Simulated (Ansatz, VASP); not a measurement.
One calculation of Ti, two programs

The input INCAR:

```
PREC = Accurate
ENCUT = 520
EDIFF = 1E-6
ISMEAR = -1
SIGMA = 0.08
LREAL = False
LASPH = True
NELM = 80
ALGO = Normal
ISIF = 2
LWAVE = False
LCHARG = False
GGA = PE
NBANDS = 19
```

File KPOINTS:

```
regular mesh
0
Gamma
  13 13 7
```

POSCAR

```
Ti
1.0
    2.9597985897      0.0000000000      0.0000000000
   -1.4798992949      2.5632607688      0.0000000000
    0.0000000000      0.0000000000      4.7015682207
Ti
2
Direct
    0.3333333333      0.6666666667      0.2500000000
    0.6666666667      0.3333333333      0.7500000000
```

Input for Ansatz:

```yaml
crystal:
  lattice:
    - [2.9597985897, 0.0, 0.0]
    - [-1.4798992949, 2.5632607688, 0.0]
    - [0.0, 0.0, 4.7015682207]
  atoms:
    - { symbol: Ti, position: [0.3333333333, 0.6666666667, 0.25] }
    - { symbol: Ti, position: [0.6666666667, 0.3333333333, 0.75] }
kpoints:
  mp_grid: { grid: [13, 13, 7] }
  band_path:
    path:
      - [0.0, 0.0, 0.0]
      - [0.5, 0.0, 0.0]
      - [0.3333333333, 0.3333333333, 0.0]
      - [0.0, 0.0, 0.0]
      - [0.0, 0.0, 0.5]
      - [0.5, 0.0, 0.5]
      - [0.3333333333, 0.3333333333, 0.5]
      - [0.0, 0.0, 0.5]
      - [0.5, 0.0, 0.5]
    npoints: 5
scf:
  occupations: { method: fermi_dirac, width: 0.08 }
hamiltonian:
  xc: pbe
  pseudopotentials: { kind: all_electron, lapw: { basis_error: 0.0005 } }
output:
  forces: true
  stress: true
  eigenvalues: true
```

Change from the starting cell: volume scaled by 1.01.

Alike in both runs: task single point; functional PBE; k mesh 13 × 13 × 7; occupations fermi-dirac, width 0.08 eV; no spin polarisation.

|  | VASP | Ansatz |
| --- | --- | --- |
| version | VASP 6.6.1 | Ansatz 0.2.0 |
| potentials or method | VASP PAW PBE potentials, release 64 (Ti_sv), cutoff 520 eV | all-electron LAPW, scalar-relativistic |

Ansatz gave:

```
pressure (GPa)                                                : -2.6
traceless stress, the component that is largest in VASP (GPa) : -0.27
```

Q: Estimate VASP's values.

A: Pressure (GPa): -2.8; traceless stress, the component that is largest in VASP (GPa): -0.27.

Ansatz ran all-electron here, and VASP with PAW potentials.
